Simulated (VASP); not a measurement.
# Ho4Ti: single point with PBE

Ho4Ti:

```
Ho Ti
1.0
     4.94728    0.00000    0.00000
     0.00000    4.94728    0.00000
     0.00000    0.00000    6.73294
Ho Ti
4 1
Cartesian
  0.0000 2.4736 1.6757
  2.4736 0.0000 1.6757
  0.0000 2.4736 5.0573
  2.4736 0.0000 5.0573
  0.0000 0.0000 0.0000
```

The cell was built from a structure type or drawn by symmetry, and may not be a known phase.

* Program: VASP 6.6.1
* Task: single point
* Functional: PBE
* Potentials or basis: VASP PAW PBE potentials, release 64 (Ho_3, Ti_sv), 4f in core
* Cutoff: 500 eV
* k mesh: 4 × 4 × 3
* Occupations: gaussian, width 0.2 eV
* Spin: no spin polarisation
* Dipole correction: no
* Mended: yes
* Further INCAR settings: ALGO = Normal; EDIFF = 1e-06; NBANDS = 32

The pressure is 0.3 GPa and the largest force is 0.008 eV/Å. The band gap on the k mesh is zero (bands 24 and 25 overlap by 0.16 eV).

Forces in eV/Å, atoms in the order of the input:
```
Ho   0.000  0.000  0.008
Ho   0.000  0.000  0.008
Ho   0.000  0.000 -0.008
Ho   0.000  0.000 -0.008
Ti   0.000  0.000  0.000
```

Stress tensor (GPa, compression positive):
```
0.19 0.00 0.00
0.00 0.19 0.00
0.00 0.00 0.54
```

Levels at points of the mesh, in eV from the Fermi level:
```
           k point  band 20  band 21  band 22  band 23  band 24  band 25  band 26  band 27  band 28  band 29
(0.00, 0.00, 0.00)    -1.06    -0.94    -0.75    -0.37    -0.37    -0.04    -0.02     0.50     0.50     0.59
(0.50, 0.00, 0.00)    -0.71    -0.51    -0.49    -0.46    -0.13     0.20     0.26     0.48     0.96     1.06
(0.50, 0.50, 0.00)    -1.63    -1.02    -1.02    -0.69    -0.31     0.14     0.40     0.40     1.74     1.90
```

Wall time 38 s on 1 thread of Intel(R) Xeon(R) 6975P-C (Granite Rapids), on a shared host, peak memory 0.26 GiB.

Caveat: spin-orbit coupling is left out, which moves the levels of the heavy elements; the 4f electrons are frozen in the core, so they carry no moment and show no levels. Spin polarisation is off, so any magnetic state and its effect on volume and gap are missing.
